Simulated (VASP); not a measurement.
Write the native input for VASP 6.6.1 that does the following.

```
Task                   : single point
Functional             : r2SCAN
Potentials or basis    : VASP PAW PBE potentials, release 64 (O, Cd, Se)
Cutoff                 : 520 eV
k mesh                 : 6 × 6 × 4
Occupations            : fermi-dirac, width 0.02 eV
Spin                   : no spin polarisation
Dipole correction      : no
Further INCAR settings : ALGO = Normal; EDIFF = 1e-06; NBANDS = 26
```

Cd2SeO:

```
O Cd Se
1.0
     4.05672    0.00000    0.00000
     0.00000    4.05672    0.00000
     0.00000    0.00000    5.41418
O Cd Se
1 2 1
Direct
  0.00000 0.00000 0.00000
  0.00000 0.50000 0.81257
  0.50000 0.00000 0.18743
  0.50000 0.50000 0.50000
```

This cell differs from its parent crystal: volume changed by +3%.

One way to write it, as run:

POSCAR

```
Cd2SeO
1.0
    4.0567150535      0.0000000000      0.0000000000
    0.0000000000      4.0567150535      0.0000000000
    0.0000000000      0.0000000000      5.4141774912
O Cd Se
1 2 1
Direct
    0.0000000000      0.0000000000      0.0000000000
    0.0000000000      0.5000000000      0.8125683708
    0.5000000000      0.0000000000      0.1874316292
    0.5000000000      0.5000000000      0.5000000000
```

INCAR.step1

```
  PREC = Accurate
  ENCUT = 520
  ISMEAR = -1
  SIGMA = 0.02
  LREAL = False
  LASPH = True
  NELM = 100
  NBANDS = 26
  GGA = PE
  ALGO = Normal
  EDIFF = 1E-4
  LWAVE = True
  LCHARG = False
```

INCAR.step2

```
  PREC = Accurate
  ENCUT = 520
  EDIFF = 1E-6
  ISMEAR = -1
  SIGMA = 0.02
  LREAL = False
  LASPH = True
  NELM = 100
  ALGO = Normal
  ISIF = 2
  LWAVE = False
  LCHARG = True
  METAGGA = R2SCAN
  LMIXTAU = True
  LELF = True
  LVHAR = True
  NBANDS = 26
  ISTART = 1
```

KPOINTS

```
Automatic mesh
0
Gamma
  6 6 4
```

Potentials or basis: VASP PAW PBE potentials, release 64 (O, Cd, Se).

The run is started by

```console
$ cat potpaw_PBE.64/O/POTCAR potpaw_PBE.64/Cd/POTCAR potpaw_PBE.64/Se/POTCAR > POTCAR
$ cp INCAR.step1 INCAR
$ mpirun -np 1 vasp_std > vasp.out
$ cp INCAR.step2 INCAR
$ mpirun -np 1 vasp_std > vasp.out
```

Results of the run:

```
Pressure               : -1.5 GPa
Largest force          : 0.075 eV/Å
Band gap on the k mesh : zero (filled and empty bands touch)
```

Caveat: the PAW data sets were made with another functional, which shifts forces and pressure a little.

Wall time 120 s on 1 thread of Intel(R) Xeon(R) 6975P-C (Granite Rapids), with other jobs on the host, peak memory 0.23 GiB.
